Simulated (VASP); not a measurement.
# C in VASP: a series of runs

Runs on C. Level: PBE+D3(BJ). Tasks: single point.

Program: VASP 6.6.1. These are calculated values, not measurements. Logs are shortened: lines on timing, memory, paths and dates and some standing lists are left out, and cuts for length are marked.

**1. The cell of the first run**

The cell holds a slab with vacuum, 18 atoms: a = 7.398 Å, b = 7.398 Å, c = 11.000 Å, α = 90.00°, β = 90.00°, γ = 120.00°.

**2. Single point, PBE+D3(BJ)**

INCAR reads:

```
SYSTEM = C
  PREC = Accurate
  ENCUT = 520
  EDIFF = 1E-6
  ISMEAR = -1
  SIGMA = 0.05
  LREAL = Auto
  LASPH = .True.
  NELM = 100
  ALGO = Normal
  ISIF = 2
  LWAVE = .False.
  LCHARG = .False.
  GGA = PE
  IVDW = 12
  NBANDS = 51
```

KPOINTS reads:

```
regular mesh
0
Gamma
  2 2 1
  0 0 0
```

POSCAR reads:

```
C
1.0
    7.3980000363      0.0000000000      0.0000000000
   -3.6990000181      6.4068559686      0.0000000000
    0.0000000000      0.0000000000     11.0000000000
C
18
Direct
    0.0000000000      0.0000000000      0.0909091000
    0.2222222222      0.1111111111      0.0909091000
    0.0000000000      0.3333333333      0.0909091000
    0.2222222222      0.4444444444      0.0909091000
    0.0000000000      0.6666666667      0.0909091000
    0.2222222222      0.7777777778      0.0909091000
    0.3333333333      0.0000000000      0.0909091000
    0.5555555556      0.1111111111      0.0909091000
    0.3333333333      0.3333333333      0.0909091000
    0.5555555556      0.4444444444      0.0909091000
    0.3333333333      0.6666666667      0.0909091000
    0.5555555556      0.7777777778      0.0909091000
    0.6666666667      0.0000000000      0.0909091000
    0.8888888889      0.1111111111      0.0909091000
    0.6666666667      0.3333333333      0.0909091000
    0.8888888889      0.4444444444      0.0909091000
    0.6666666667      0.6666666667      0.0909091000
    0.8888888889      0.7777777778      0.0909091000
```

Potentials or basis: VASP PAW PBE potentials, release 64 (C).

Command:

```sh
$ cat potpaw_PBE.64/C/POTCAR > POTCAR
$ mpirun -np 1 vasp_std > vasp.out
```

OUTCAR:

```text
SYSTEM = C
   PREC = Accurate
   ENCUT = 520
   EDIFF = 1E-6
   ISMEAR = -1
   LREAL = Auto
   LASPH = .True.
   NELM = 100
   ISIF = 2
   GGA = PE
   IVDW = 12
 IVDW          = 12

 ion  position               nearest neighbor table
   1  0.000  0.000  0.091-  18 1.42  14 1.42   2 1.42
   2  0.222  0.111  0.091-   9 1.42   7 1.42   1 1.42
   3  0.000  0.333  0.091-  14 1.42  16 1.42   4 1.42
   4  0.222  0.444  0.091-   9 1.42   3 1.42  11 1.42
   5  0.000  0.667  0.091-  18 1.42   6 1.42  16 1.42
   6  0.222  0.778  0.091-   7 1.42  11 1.42   5 1.42
[... 10 lines left out ...]
  17  0.667  0.667  0.091-  12 1.42  18 1.42  10 1.42
  18  0.889  0.778  0.091-   1 1.42   5 1.42  17 1.42

  LATTYP: Found a hexagonal cell.
 ALAT       =     7.3980000363
 C/A-ratio  =     1.4868883409

  Lattice vectors:

 A1 = (   7.3980000363,   0.0000000000,   0.0000000000)
 A2 = (  -3.6990000181,   6.4068559686,   0.0000000000)
 A3 = (   0.0000000000,   0.0000000000,  11.0000000000)

Analysis of symmetry for initial positions (statically):
=====================================================================
 Subroutine PRICEL returns following result:

  LATTYP: Found a hexagonal cell.
 ALAT       =     2.4660000119
 C/A-ratio  =     4.4606650232

  Lattice vectors:

 A1 = (   2.4660000119,   0.0000000000,   0.0000000000)
 A2 = (  -1.2330000059,   2.1356186560,   0.0000000000)
 A3 = (   0.0000000000,   0.0000000000,  11.0000000000)

   9 primitive cells build up your supercell.

 Routine SETGRP: Setting up the symmetry group for a
 hexagonal supercell.

 Subroutine GETGRP returns: Found 24 space group operations
 (whereof  6 operations were pure point group operations)
 out of a pool of 24 trial point group operations.

The static configuration has the point symmetry C_3v.
 The point group associated with its full space group is D_6h.

Analysis of symmetry for dynamics (positions and initial velocities):
=====================================================================
 Subroutine PRICEL returns following result:

  LATTYP: Found a hexagonal cell.
 ALAT       =     2.4660000119
 C/A-ratio  =     4.4606650232

  Lattice vectors:

 A1 = (   2.4660000119,   0.0000000000,   0.0000000000)
 A2 = (  -1.2330000059,   2.1356186560,   0.0000000000)
 A3 = (   0.0000000000,   0.0000000000,  11.0000000000)

   9 primitive cells build up your supercell.

 Routine SETGRP: Setting up the symmetry group for a
 hexagonal supercell.

 Subroutine GETGRP returns: Found 24 space group operations
 (whereof  6 operations were pure point group operations)
 out of a pool of 24 trial point group operations.

The dynamic configuration has the point symmetry C_3v.
 The point group associated with its full space group is D_6h.

 Subroutine INISYM returns: Found 24 space group operations
 (whereof  6 operations are pure point group operations),
 and found     9 'primitive' translations

----------------------------------------------------------------------------------------

                                     Primitive cell

  volume of cell :      57.9308

  direct lattice vectors                    reciprocal lattice vectors
     2.466000012  0.000000000  0.000000000     0.405515002  0.234124196  0.000000000
    -1.233000006  2.135618656  0.000000000     0.000000000  0.468248391  0.000000000
     0.000000000  0.000000000 11.000000000     0.000000000  0.000000000  0.090909091

  length of vectors
     2.466000012  2.466000012 11.000000000     0.468248391  0.468248391  0.090909091

  position of ions in fractional coordinates (direct lattice)
     0.000000000  0.000000000  0.090909100
     0.666666667  0.333333333  0.090909100

  ion indices of the primitive-cell ions
   primitive index   ion index
                 1           1
                 2          14

----------------------------------------------------------------------------------------

 KPOINTS: regular mesh

Automatic generation of k-mesh.
 Grid dimensions read from file:
 generate k-points for:    2    2    1

 Generating k-lattice:

  Cartesian coordinates                     Fractional coordinates (reciprocal lattice)
     0.067585834  0.039020699  0.000000000     0.500000000  0.000000000  0.000000000
     0.000000000  0.078041399  0.000000000     0.000000000  0.500000000  0.000000000
     0.000000000  0.000000000  0.090909091     0.000000000  0.000000000  1.000000000

  Length of vectors
     0.078041399  0.078041399  0.090909091

  Shift w.r.t. Gamma in fractional coordinates (k-lattice)
     0.000000000  0.000000000  0.000000000

 Subroutine IBZKPT returns following result:
 ===========================================

 Found      2 irreducible k-points:

 Following reciprocal coordinates:
            Coordinates               Weight
  0.000000  0.000000  0.000000      1.000000
  0.500000  0.000000  0.000000      3.000000
   k-points           NKPTS =      2   k-points in BZ     NKDIM =      2   number of bands    NBANDS=     51
   number of dos      NEDOS =    301   number of ions     NIONS =     18
   total plane-waves  NPLWV = 263424
   dimension x,y,z NGX =    56 NGY =   56 NGZ =   84
   dimension x,y,z NGXF=   112 NGYF=  112 NGZF=  168
   ions per type =              18
   NGX,Y,Z   is equivalent  to a cutoff of  12.58, 12.58, 12.70 a.u.
   NGXF,Y,Z  is equivalent  to a cutoff of  25.17, 25.17, 25.39 a.u.
 SYSTEM =  C
   PREC   = accura    normal or accurate (medium, high low for compatibility)
   ISTART =      0    job   : 0-new  1-cont  2-samecut
   ICHARG =      2    charge: 1-file 2-atom 10-const
   ISPIN  =      1    spin polarized calculation?
   LNONCOLLINEAR =      F non collinear calculations
   LSORBIT =      F    spin-orbit coupling
   LASPH  =      T    aspherical Exc in radial PAW
   ENCUT  =  520.0 eV  38.22 Ry    6.18 a.u.  13.76 13.76 20.45*2*pi/ulx,y,z
   NELM   =    100;   NELMIN=  2; NELMDL= -5     # of ELM steps
   EDIFF  = 0.1E-05   stopping-criterion for ELM
   LREAL  =      T    real-space projection
   EDIFFG = 0.1E-04   stopping-criterion for IOM
   NSW    =      0    number of steps for IOM
   IBRION =     -1    ionic relax: 0-MD 1-quasi-New 2-CG
   NFREE  =      0    steps in history (QN), initial steepest desc. (CG)
   ISIF   =      2    stress and relaxation
   ISYM   =      2    0-nonsym 1-usesym 2-fastsym
   POTIM  = 0.5000    time-step for ionic-motion
   TEBEG  =    0.0;   TEEND  =   0.0 temperature during run
   PSTRESS=    0.0 pullay stress
   NELECT =      72.0000    total number of electrons
   NUPDOWN=      -1.0000    fix difference up-down
   EMIN   =  10.00;   EMAX   =-10.00  energy-range for DOS
   EFERMI =   0.00;   METHOD = LEGACY
   ISMEAR =    -1;   SIGMA  =   0.05  broadening in eV -4-tet -1-fermi 0-gaus
   EFERMI_NEDOS =   21; number of points for ismear=-14 and -15
   IALGO  =     38    algorithm
   IMIX   =      4    mixing-type and parameters
     AMIX     =   0.40;   BMIX     =  1.00
     AMIX_MAG =   1.60;   BMIX_MAG =  1.00
  volume/ion in A,a.u.               =      28.97       195.47
  Fermi-wavevector in a.u.,A,eV,Ry     =   0.846191  1.599069  9.742302  0.716039
  Thomas-Fermi vector in A             =   1.961499
   LORBIT       =      0    0 simple, 1 ext, 2 COOP (PROOUT), +10 PAW based schemes
   GGA     = PE    functional components
   LHFCALC =     F    Hartree Fock is set to
   AEXX    =    0.0000 exact exchange contribution
   IVDW    =    12    specifies the selected vdW correction
   LEPSILON=     F    determine dielectric tensor
   LRPA    =     F    only Hartree local field effects (RPA)
 non-spin polarized calculation
  energy-cutoff  :      520.00
  volume of cell :      521.38
 maximum number of plane-waves:     14099
 NGX is ok and might be reduce to    56
   NGX = 27   NGY = 27   NGZ = 41

 number of electron      72.0000001 magnetization

 Free energy of the ion-electron system (eV)
  ---------------------------------------------------
  ext. energy  EPLUGINS =         0.00000000
  ---------------------------------------------------
  free energy    TOTEN  =      -165.62693386 eV

  energy without entropy =     -165.55761914  energy(sigma->0) =     -165.59227650

 E-fermi :  -1.5125     XC(G=0):  -3.8895

 val. band max:       -1.5125457625   @ k =   0.0000   0.0000   0.0000
 cond. band min:      -1.5125455575   @ k =   0.0000   0.0000   0.0000
 fundamental gap:      0.0000002049
 Fermi energy:        -1.5125457235

 k-point     1 :       0.0000    0.0000    0.0000
  band No.  band energies     occupation
      1     -21.0349      2.00000
      2     -18.4506      2.00000
      3     -18.4506      2.00000
      4     -18.4506      2.00000
      5     -18.4505      2.00000
      6     -18.4505      2.00000
[... 40 lines left out ...]
     47       4.0010      0.00000
     48       5.2145      0.00000

 k-point     2 :       0.5000    0.0000    0.0000
  band No.  band energies     occupation
      1     -20.3805      2.00000
      2     -20.3805      2.00000
      3     -19.0881      2.00000
      4     -19.0881      2.00000
      5     -16.6041      2.00000
      6     -16.6041      2.00000
[... 40 lines left out ...]
     47       4.3362      0.00000
     48       4.8615      0.00000
 [bands above 48 left out]

------------------------ aborting loop because EDIFF is reached ----------------------------------------

 Edisp (eV)   -1.60531

 E8    (eV) :    -0.4993

  FORCE on cell =-STRESS in cart. coord.  units (eV):
  Direction    XX          YY          ZZ          XY          YZ          ZX
  --------------------------------------------------------------------------------------
  -------------------------------------------------------------------------------------
  Total       1.09866     1.09866    -0.12859     0.00000     0.00000    -0.00000
  in kB       3.37615     3.37615    -0.39516     0.00000     0.00000    -0.00000
  external pressure =        2.12 kB  Pullay stress =        0.00 kB

 VOLUME and BASIS-vectors are now :
 -----------------------------------------------------------------------------
  energy-cutoff  :      520.00
  volume of cell :      521.38
      direct lattice vectors                 reciprocal lattice vectors
     7.398000036  0.000000000  0.000000000     0.135171667  0.078041399  0.000000000
    -3.699000018  6.406855969  0.000000000     0.000000000  0.156082797  0.000000000
     0.000000000  0.000000000 11.000000000     0.000000000  0.000000000  0.090909091

 POSITION                                       TOTAL-FORCE (eV/Angst)
 -----------------------------------------------------------------------------------
      0.00000      0.00000      1.00000        -0.000000     -0.000000      0.000000
      1.23300      0.71187      1.00000         0.000000     -0.000000     -0.000000
     -1.23300      2.13562      1.00000        -0.000000      0.000000      0.000000
      0.00000      2.84749      1.00000         0.000000      0.000000      0.000000
     -2.46600      4.27124      1.00000        -0.000000      0.000000     -0.000000
     -1.23300      4.98311      1.00000         0.000000     -0.000000     -0.000000
[... 10 lines left out ...]
      2.46600      4.27124      1.00000        -0.000000      0.000000     -0.000000
      3.69900      4.98311      1.00000         0.000000     -0.000000     -0.000000
 -----------------------------------------------------------------------------------
    total drift:                               -0.000000      0.000000     -0.000070

  FREE ENERGIE OF THE ION-ELECTRON SYSTEM (eV)
  ---------------------------------------------------
  free  energy   TOTEN  =      -167.2322415965 eV

  energy  without entropy=     -167.1629268785  energy(sigma->0) =     -167.19758424
```

Wall time 61 s (1 thread of Intel Xeon 6975P-C (Granite Rapids), shared host); peak memory 0.5 GiB.

What came out:

```
Free energy                : -167.2322 eV
Band gap on the k mesh     : zero (filled and empty bands touch)
Dispersion energy per atom : -0.089 eV
```

Caveat: the k points lie up to 0.49 Å⁻¹ apart.

**3. Single point, PBE+D3(BJ)**

INCAR reads:

```
PREC = Accurate ; ENCUT = 520
EDIFF = 1E-6 ; ISMEAR = -1
SIGMA = 0.05 ; LREAL = Auto
LASPH = T ; NELM = 100
ALGO = Normal ; ISIF = 2
LWAVE = F ; LCHARG = T
GGA = PE ; IVDW = 12
LELF = T ; LVHAR = T
NBANDS = 51
```

KPOINTS reads:

```
regular mesh
0
Gamma
  2 2 1
```

POSCAR reads:

```
C
1.0
    7.3980000000      0.0000000000      0.0000000000
   -3.6990000000      6.4068560000      0.0000000000
    0.0000000000      0.0000000000     11.0000000000
C
18
Direct
    0.0012742356     -0.0000468248      0.0917363636
    0.2217122272      0.1166874985      0.0876636364
    0.0025515371      0.3356248369      0.0903272727
    0.2244039975      0.4435092657      0.0893090909
   -0.0033555114      0.6643352059      0.0912454545
    0.2240083017      0.7764026537      0.0908909091
    0.3374772914      0.0067739934      0.0924363636
    0.5556123405      0.1127386038      0.0926636364
    0.3310700380      0.3381065534      0.0937636364
    0.5526801196      0.4442896797      0.0905909091
    0.3332993131      0.6654902186      0.0912909091
    0.5564999890      0.7779634816      0.0906363636
    0.6669087049     -0.0006243312      0.0903272727
    0.8879649929      0.1052622378      0.0909909091
    0.6690852734      0.3360618687      0.0899454545
    0.8868124966      0.4442116383      0.0918181818
    0.6647687975      0.6597619800      0.0906272727
    0.8872321926      0.7734370805      0.0901000000
```

Potentials or basis: VASP PAW PBE potentials, release 64 (C).

Command:

```sh
$ cat potpaw_PBE.64/C/POTCAR > POTCAR
$ mpirun -np 1 vasp_std > vasp.out
```

OUTCAR:

```text
PREC = Accurate
   ENCUT = 520
   EDIFF = 1E-6
   ISMEAR = -1
   LREAL = Auto
   LASPH = T
   NELM = 100
   ISIF = 2
   GGA = PE
   IVDW = 12
 IVDW          = 12

 ion  position               nearest neighbor table
   1  0.001  1.000  0.092-  14 1.40   2 1.41  18 1.45
   2  0.222  0.117  0.088-   1 1.41   9 1.42   7 1.45
   3  0.003  0.336  0.090-   4 1.42  16 1.44  14 1.48
   4  0.224  0.444  0.089-   9 1.36   3 1.42  11 1.42
[... 431 lines left out ...]
  -------------------------------------------------------------------------------------
  Total       1.39439     2.76767    -0.20730    -0.13014    -0.04962     0.11573
  in kB       4.28493     8.50496    -0.63702    -0.39992    -0.15248     0.35564
  external pressure =        4.05 kB  Pullay stress =        0.00 kB

 VOLUME and BASIS-vectors are now :
 -----------------------------------------------------------------------------
  energy-cutoff  :      520.00
  volume of cell :      521.38
      direct lattice vectors                 reciprocal lattice vectors
     7.398000000  0.000000000  0.000000000     0.135171668  0.078041398  0.000000000
    -3.699000000  6.406856000  0.000000000     0.000000000  0.156082796  0.000000000
     0.000000000  0.000000000 11.000000000     0.000000000  0.000000000  0.090909091

 POSITION                                       TOTAL-FORCE (eV/Angst)
 -----------------------------------------------------------------------------------
     -3.68940      6.40656      1.00910        -0.170987     -0.515906     -0.441607
      1.20860      0.74760      0.96430         0.775151     -0.852851      0.860968
     -1.22260      2.15030      0.99360        -0.058510     -1.679068      0.043807
      0.01960      2.84150      0.98240        -2.567246      0.722990      0.396726
      4.91580      4.25630      1.00370         1.164281      0.729793     -0.068564
     -1.21470      4.97430      0.99980        -0.890627      1.082355      0.163354
[... 10 lines left out ...]
      2.47750      4.22700      0.99690        -0.434829      2.551750     -0.063112
      3.70280      4.95530      0.99110        -0.112975      0.320756      0.165295
 -----------------------------------------------------------------------------------
    total drift:                                0.022777      0.003709     -0.023377

  FREE ENERGIE OF THE ION-ELECTRON SYSTEM (eV)
  ---------------------------------------------------
  free  energy   TOTEN  =      -166.8544588035 eV

  energy  without entropy=     -166.8117608981  energy(sigma->0) =     -166.83310985
```

stdout:

```text
POSCAR found type information on POSCAR C
 POSCAR found :  1 types and      18 ions
 scaLAPACK will be used
 LDA part: xc-table for (Slater+PW92), standard interpolation
 POSCAR, INCAR and KPOINTS ok, starting setup
 FFT: planning ... GRIDC
 FFT: planning ... GRID_SOFT
 FFT: planning ... GRID
 WAVECAR not read
 entering main loop
```

It took 2.1 min on 1 thread of Intel Xeon 6975P-C (Granite Rapids), shared host; peak memory 0.55 GiB.

Results:

| Quantity | Value |
| --- | --- |
| Free energy | -166.8545 eV |
| Largest force | 2.696 eV/Å |
| Band gap on the k mesh | 0.08 eV |
| Dispersion energy per atom | -0.089 eV |

Forces in eV/Å, atoms in the order of the input:
```
C   -0.171 -0.516 -0.442
C    0.775 -0.853  0.861
C   -0.059 -1.679  0.044
C   -2.567  0.723  0.397
C    1.164  0.730 -0.069
C   -0.891  1.082  0.163
C   -0.555 -1.808 -0.362
C    0.888 -0.181 -0.265
C    1.781 -1.806 -0.731
C    1.331 -0.871  0.178
C    0.264  1.242 -0.159
C   -0.246 -0.599  0.039
C   -0.565 -0.306  0.257
C   -0.255  2.433 -0.030
C   -1.313 -0.486  0.287
C    0.967  0.024 -0.272
C   -0.435  2.552 -0.063
C   -0.113  0.321  0.165
```

Levels at points of the mesh, in eV from the valence-band top:
| k point | band 34 | band 35 | band 36 | band 37 | band 38 | band 39 |
| --- | --- | --- | --- | --- | --- | --- |
| (0.00, 0.00, 0.00) | -2.88 | -0.11 | 0.00 | 0.08 | 0.16 | 3.19 |
| (0.50, 0.00, 0.00) | -2.62 | -2.56 | -2.24 | 1.63 | 2.47 | 2.53 |
| (0.00, 0.50, 0.00) | -2.62 | -2.41 | -2.36 | 1.79 | 2.32 | 2.53 |
| (0.50, 0.50, 0.00) | -2.58 | -2.48 | -2.26 | 1.65 | 2.38 | 2.49 |

Caveat: the k points lie up to 0.49 Å⁻¹ apart.

(Part 1 of 2 ends here.)
